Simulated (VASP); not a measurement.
Input of a VASP 6.6.1 run:

INCAR

```
ALGO = Normal ; EDIFF = 1E-6
ENCUT = 520 ; GGA = CA
ISIF = 2 ; ISMEAR = -1
LASPH = True ; LCHARG = False
LREAL = False ; LWAVE = False
NBANDS = 12 ; NELM = 100
PREC = Accurate ; SIGMA = 0.03
```

File KPOINTS:

```
k-points
0
Gamma
  16 16 16
```

The input POSCAR:

```
Zr
1.0
   -1.8100000000      1.8100000000      1.7738000000
    1.8100000000     -1.8100000000      1.7738000000
    1.8100000000      1.8100000000     -1.7738000000
Zr
1
Direct
    0.0000000000      0.0000000000      0.0000000000
```

Potentials or basis: VASP PAW LDA potentials, release 64 (Zr_sv).

Command:

```bash
$ cat potpaw_LDA.64/Zr_sv/POTCAR > POTCAR
$ mpirun -np 1 vasp_std > vasp.out
```

Q: Estimate the band gap on the k mesh.

A: Zero (bands 6 and 7 overlap by 1.81 eV).

Q: What does it give for the pressure?

A: -8.1 GPa.

Stress tensor (GPa, compression positive):
```
-7.87  0.00  0.00
 0.00 -7.87  0.00
 0.00  0.00 -8.48
```

Caveat: the cell differs from its parent crystal (zz strain of -2 %); the cell stands under tension.
